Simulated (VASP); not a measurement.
# KCl (F-43m) in VASP: notebook

The runs below take KCl through single point, with PBE, r2SCAN.

Everything below comes from runs of VASP 6.6.1. Logs are shortened: lines on timing, memory, paths and dates and some standing lists are left out, and cuts for length are marked.

## Step 1: The cell of the first run

It takes space group F-43m (No. 216, cubic). Conventional cell: a = 7.015 Å, b = 7.015 Å, c = 7.015 Å, α = 90.00°, β = 90.00°, γ = 90.00°. K (site symmetry -43m) has 4 Cl at 3.04 Å within 4.0 Å. Within 4.0 Å of Cl (site symmetry -43m) lie 4 K at 3.04 Å.

## Step 2: Single point, PBE

The input, INCAR:

```
ALGO     = Normal         # electronic algorithm
EDIFF    = 1E-7           # SCF threshold, eV
ENCUT    = 520            # plane-wave cutoff, eV
GGA      = PE             # functional
ISIF     = 2              # what is computed and relaxed
ISMEAR   = 0              # smearing method
LASPH    = T              # aspherical terms in the spheres
LCHARG   = F              # write CHGCAR
LREAL    = F              # projectors in reciprocal space
LWAVE    = F              # write WAVECAR
NBANDS   = 15             # bands
NELM     = 100            # most SCF steps
PREC     = Accurate       # precision mode
SIGMA    = 0.01           # smearing width, eV
```

The input, KPOINTS:

```
k-points
0
Gamma
  4 4 4
```

The input, POSCAR:

```
KCl
1.0
    0.0000000000      3.5072828541      3.5072828541
    3.5072828541      0.0000000000      3.5072828541
    3.5072828541      3.5072828541      0.0000000000
K Cl
1 1
Direct
    0.0000000000      0.0000000000      0.0000000000
    0.2500000000      0.2500000000      0.2500000000
```

Potentials or basis: VASP PAW PBE potentials, release 64 (K_sv, Cl).

Run with:

```console
> cat potpaw_PBE.64/K_sv/POTCAR potpaw_PBE.64/Cl/POTCAR > POTCAR
> mpirun -np 1 vasp_std > vasp.out
```

OUTCAR:

```text
EDIFF = 1E-7
   ENCUT = 520
   GGA = PE
   ISIF = 2
   ISMEAR = 0
   LASPH = T
   LREAL = F
   NELM = 100
   PREC = Accurate

 ion  position               nearest neighbor table
   1  0.000  0.000  0.000-   2 3.04   2 3.04   2 3.04   2 3.04
   2  0.250  0.250  0.250-   1 3.04   1 3.04   1 3.04   1 3.04

  LATTYP: Found a face centered cubic cell.
 ALAT       =     7.0145657082

  Lattice vectors:

 A1 = (   0.0000000000,   3.5072828541,   3.5072828541)
 A2 = (   3.5072828541,   0.0000000000,   3.5072828541)
 A3 = (   3.5072828541,   3.5072828541,   0.0000000000)

Analysis of symmetry for initial positions (statically):
=====================================================================
 Subroutine PRICEL returns:
 Original cell was already a primitive cell.

 Routine SETGRP: Setting up the symmetry group for a
 face centered cubic supercell.

 Subroutine GETGRP returns: Found 24 space group operations
 (whereof 24 operations were pure point group operations)
 out of a pool of 48 trial point group operations.

The static configuration has the point symmetry T_d .

Analysis of symmetry for dynamics (positions and initial velocities):
=====================================================================
 Subroutine PRICEL returns:
 Original cell was already a primitive cell.

 Routine SETGRP: Setting up the symmetry group for a
 face centered cubic supercell.

 Subroutine GETGRP returns: Found 24 space group operations
 (whereof 24 operations were pure point group operations)
 out of a pool of 48 trial point group operations.

The dynamic configuration has the point symmetry T_d .

 Subroutine INISYM returns: Found 24 space group operations
 (whereof 24 operations are pure point group operations),
 and found     1 'primitive' translations

----------------------------------------------------------------------------------------

                                     Primitive cell

  volume of cell :      86.2864

  direct lattice vectors                    reciprocal lattice vectors
     0.000000000  3.507282854  3.507282854    -0.142560501  0.142560501  0.142560501
     3.507282854  0.000000000  3.507282854     0.142560501 -0.142560501  0.142560501
     3.507282854  3.507282854  0.000000000     0.142560501  0.142560501 -0.142560501

  length of vectors
     4.960046979  4.960046979  4.960046979     0.246922030  0.246922030  0.246922030

  position of ions in fractional coordinates (direct lattice)
     0.000000000  0.000000000  0.000000000
     0.250000000  0.250000000  0.250000000

  ion indices of the primitive-cell ions
   primitive index   ion index
                 1           1
                 2           2

----------------------------------------------------------------------------------------

 KPOINTS: k-points

Automatic generation of k-mesh.
 Grid dimensions read from file:
 generate k-points for:    4    4    4

 Generating k-lattice:

  Cartesian coordinates                     Fractional coordinates (reciprocal lattice)
    -0.035640125  0.035640125  0.035640125     0.250000000  0.000000000  0.000000000
     0.035640125 -0.035640125  0.035640125     0.000000000  0.250000000  0.000000000
     0.035640125  0.035640125 -0.035640125     0.000000000  0.000000000  0.250000000

  Length of vectors
     0.061730508  0.061730508  0.061730508

  Shift w.r.t. Gamma in fractional coordinates (k-lattice)
     0.000000000  0.000000000  0.000000000

 Subroutine IBZKPT returns following result:
 ===========================================

 Found      8 irreducible k-points:

 Following reciprocal coordinates:
            Coordinates               Weight
  0.000000  0.000000  0.000000      1.000000
  0.250000  0.000000  0.000000      8.000000
  0.500000  0.000000  0.000000      4.000000
  0.250000  0.250000  0.000000      6.000000
  0.500000  0.250000  0.000000     24.000000
 -0.250000  0.250000  0.000000     12.000000
  0.500000  0.500000  0.000000      3.000000
 -0.250000  0.500000  0.250000      6.000000
   k-points           NKPTS =      8   k-points in BZ     NKDIM =      8   number of bands    NBANDS=     15
   number of dos      NEDOS =    301   number of ions     NIONS =      2
   total plane-waves  NPLWV =  64000
   dimension x,y,z NGX =    40 NGY =   40 NGZ =   40
   dimension x,y,z NGXF=    80 NGYF=   80 NGZF=   80
   ions per type =               1   1
   NGX,Y,Z   is equivalent  to a cutoff of  13.41, 13.41, 13.41 a.u.
   NGXF,Y,Z  is equivalent  to a cutoff of  26.81, 26.81, 26.81 a.u.
 SYSTEM =  unknown system
   PREC   = accura    normal or accurate (medium, high low for compatibility)
   ISTART =      0    job   : 0-new  1-cont  2-samecut
   ICHARG =      2    charge: 1-file 2-atom 10-const
   ISPIN  =      1    spin polarized calculation?
   LNONCOLLINEAR =      F non collinear calculations
   LSORBIT =      F    spin-orbit coupling
   LASPH  =      T    aspherical Exc in radial PAW
   ENCUT  =  520.0 eV  38.22 Ry    6.18 a.u.   9.22  9.22  9.22*2*pi/ulx,y,z
   NELM   =    100;   NELMIN=  2; NELMDL= -5     # of ELM steps
   EDIFF  = 0.1E-06   stopping-criterion for ELM
   LREAL  =      F    real-space projection
   EDIFFG = 0.1E-05   stopping-criterion for IOM
   NSW    =      0    number of steps for IOM
   IBRION =     -1    ionic relax: 0-MD 1-quasi-New 2-CG
   NFREE  =      0    steps in history (QN), initial steepest desc. (CG)
   ISIF   =      2    stress and relaxation
   ISYM   =      2    0-nonsym 1-usesym 2-fastsym
   POTIM  = 0.5000    time-step for ionic-motion
   TEBEG  =    0.0;   TEEND  =   0.0 temperature during run
   PSTRESS=    0.0 pullay stress
   NELECT =      16.0000    total number of electrons
   NUPDOWN=      -1.0000    fix difference up-down
   EMIN   =  10.00;   EMAX   =-10.00  energy-range for DOS
   EFERMI =   0.00;   METHOD = LEGACY
   ISMEAR =     0;   SIGMA  =   0.01  broadening in eV -4-tet -1-fermi 0-gaus
   EFERMI_NEDOS =   21; number of points for ismear=-14 and -15
   IALGO  =     38    algorithm
   IMIX   =      4    mixing-type and parameters
     AMIX     =   0.40;   BMIX     =  1.00
     AMIX_MAG =   1.60;   BMIX_MAG =  1.00
  volume/ion in A,a.u.               =      43.14       291.14
  Fermi-wavevector in a.u.,A,eV,Ry     =   0.933542  1.764139 11.857496  0.871501
  Thomas-Fermi vector in A             =   2.060255
   LORBIT       =      0    0 simple, 1 ext, 2 COOP (PROOUT), +10 PAW based schemes
   GGA     = PE    functional components
   LHFCALC =     F    Hartree Fock is set to
   AEXX    =    0.0000 exact exchange contribution
   IVDW    =     0    specifies the selected vdW correction
   LEPSILON=     F    determine dielectric tensor
   LRPA    =     F    only Hartree local field effects (RPA)
 non-spin polarized calculation
 Gauss-broadening in eV      SIGMA  =   0.01
  energy-cutoff  :      520.00
  volume of cell :       86.29
 maximum number of plane-waves:      2346
 NGX is ok and might be reduce to    40
   NGX = 19   NGY = 19   NGZ = 19

 number of electron      16.0000000 magnetization

 Free energy of the ion-electron system (eV)
  ---------------------------------------------------
  ext. energy  EPLUGINS =         0.00000000
  ---------------------------------------------------
  free energy    TOTEN  =        -6.61858064 eV

  energy without entropy =       -6.61858064  energy(sigma->0) =       -6.61858064

 E-fermi :  -3.1369     XC(G=0):  -6.1181

 val. band max:       -3.2097435954   @ k =   0.5000   0.5000   0.0000
 cond. band min:       1.5648071412   @ k =   0.0000   0.0000   0.0000
 fundamental gap:      4.7745507365
 Fermi energy:        -3.1369147911

 k-point     1 :       0.0000    0.0000    0.0000
  band No.  band energies     occupation
      1     -30.4541      2.00000
      2     -14.9549      2.00000
      3     -13.9501      2.00000
      4     -13.9501      2.00000
      5     -13.9501      2.00000
      6      -3.2480      2.00000
      7      -3.2480      2.00000
      8      -3.2480      2.00000
      9       1.5648      0.00000
     10       6.1580      0.00000
     11       6.1580      0.00000
     12       7.1534      0.00000
     13       7.1534      0.00000
     14       7.1534      0.00000
     15       8.2251      0.00000

 k-point     2 :       0.2500    0.0000    0.0000
  band No.  band energies     occupation
      1     -30.4526      2.00000
      2     -15.0558      2.00000
      3     -13.9554      2.00000
      4     -13.9554      2.00000
      5     -13.8395      2.00000
      6      -3.4236      2.00000
      7      -3.2330      2.00000
      8      -3.2330      2.00000
      9       2.4550      0.00000
     10       5.7750      0.00000
     11       5.7750      0.00000
     12       6.1944      0.00000
     13       7.1924      0.00000
     14       7.5579      0.00000
     15       7.5579      0.00000

 k-point     3 :       0.5000    0.0000    0.0000
  band No.  band energies     occupation
      1     -30.4512      2.00000
      2     -15.1397      2.00000
      3     -13.9605      2.00000
      4     -13.9605      2.00000
      5     -13.7468      2.00000
      6      -3.5510      2.00000
      7      -3.2190      2.00000
      8      -3.2190      2.00000
      9       4.0686      0.00000
     10       4.2017      0.00000
     11       5.7424      0.00000
     12       5.7424      0.00000
     13       7.1972      0.00000
     14       7.1972      0.00000
     15       7.8277      0.00000

 k-point     4 :       0.2500    0.2500    0.0000
  band No.  band energies     occupation
      1     -30.4521      2.00000
      2     -15.0844      2.00000
      3     -13.9628      2.00000
      4     -13.9628      2.00000
      5     -13.7959      2.00000
      6      -3.4663      2.00000
      7      -3.2302      2.00000
      8      -3.2302      2.00000
      9       2.7214      0.00000
     10       4.7600      0.00000
     11       6.5718      0.00000
     12       6.6742      0.00000
     13       7.3945      0.00000
     14       7.3945      0.00000
     15       8.1256      0.00000

 k-point     5 :       0.5000    0.2500    0.0000
  band No.  band energies     occupation
      1     -30.4507      2.00000
      2     -15.1622      2.00000
      3     -13.9798      2.00000
      4     -13.9681      2.00000
      5     -13.6976      2.00000
      6      -3.5147      2.00000
      7      -3.2887      2.00000
      8      -3.2145      2.00000
      9       3.6825      0.00000
     10       4.4944      0.00000
     11       5.7912      0.00000
     12       6.2615      0.00000
     13       7.4316      0.00000
     14       7.6156      0.00000
     15       7.7948      0.00000

 k-point     6 :      -0.2500    0.2500    0.0000
  band No.  band energies     occupation
      1     -30.4512      2.00000
      2     -15.1374      2.00000
      3     -13.9798      2.00000
      4     -13.9606      2.00000
      5     -13.7295      2.00000
      6      -3.4595      2.00000
      7      -3.3174      2.00000
      8      -3.2169      2.00000
      9       3.4362      0.00000
     10       5.0069      0.00000
     11       5.5641      0.00000
     12       5.7523      0.00000
     13       7.5072      0.00000
     14       7.7073      0.00000
     15       7.8630      0.00000

 k-point     7 :       0.5000    0.5000    0.0000
  band No.  band energies     occupation
      1     -30.4502      2.00000
      2     -15.1868      2.00000
      3     -13.9756      2.00000
      4     -13.9756      2.00000
      5     -13.6696      2.00000
      6      -3.6138      2.00000
      7      -3.2097      2.00000
      8      -3.2097      2.00000
      9       3.4738      0.00000
     10       4.4802      0.00000
     11       6.6581      0.00000
     12       7.0764      0.00000
     13       7.0764      0.00000
     14       7.2591      0.00000
     15       7.5011      0.00000

 k-point     8 :      -0.2500    0.5000    0.2500
  band No.  band energies     occupation
      1     -30.4502      2.00000
      2     -15.1845      2.00000
      3     -13.9866      2.00000
      4     -13.9759      2.00000
      5     -13.6610      2.00000
      6      -3.4445      2.00000
      7      -3.3839      2.00000
      8      -3.2146      2.00000
      9       3.6719      0.00000
     10       4.4708      0.00000
     11       6.5494      0.00000
     12       6.6034      0.00000
     13       6.8273      0.00000
     14       7.2379      0.00000
     15       7.9293      0.00000

------------------------ aborting loop because EDIFF is reached ----------------------------------------

  FORCE on cell =-STRESS in cart. coord.  units (eV):
  Direction    XX          YY          ZZ          XY          YZ          ZX
  --------------------------------------------------------------------------------------
  -------------------------------------------------------------------------------------
  Total        0.1578005      0.1578005      0.1578005      0.0000000      0.0000000      0.0000000
  in kB        2.9300613      2.9300613      2.9300613      0.0000000      0.0000000      0.0000000
  external PRESSURE =       2.9300613 kB  Pullay stress =       0.0000000 kB

 VOLUME and BASIS-vectors are now :
 -----------------------------------------------------------------------------
  energy-cutoff  :      520.00
  volume of cell :       86.29
      direct lattice vectors                 reciprocal lattice vectors
     0.000000000  3.507282854  3.507282854    -0.142560501  0.142560501  0.142560501
     3.507282854  0.000000000  3.507282854     0.142560501 -0.142560501  0.142560501
     3.507282854  3.507282854  0.000000000     0.142560501  0.142560501 -0.142560501

 POSITION                                       TOTAL-FORCE (eV/Angst)
 -----------------------------------------------------------------------------------
      0.00000      0.00000      0.00000        -0.000000     -0.000000      0.000000
      1.75364      1.75364      1.75364         0.000000      0.000000     -0.000000
 -----------------------------------------------------------------------------------
    total drift:                               -0.000000     -0.000000     -0.000000

  FREE ENERGIE OF THE ION-ELECTRON SYSTEM (eV)
  ---------------------------------------------------
  free  energy   TOTEN  =        -6.6185806387 eV

  energy  without entropy=       -6.6185806387  energy(sigma->0) =       -6.61858064
```

Run time: 13 s. Hardware: 1 thread of Intel Xeon Platinum 8375C at 2.90GHz (Ice Lake), shared host; peak memory 0.23 GiB.

What came out:

```yaml
Free_energy: -6.6186 eV
Pressure: 0.3 GPa
Band_gap_on_the_k_mesh: 4.77 eV, indirect (least direct gap 4.81 eV)
```

(Part 1 of 2 ends here.)
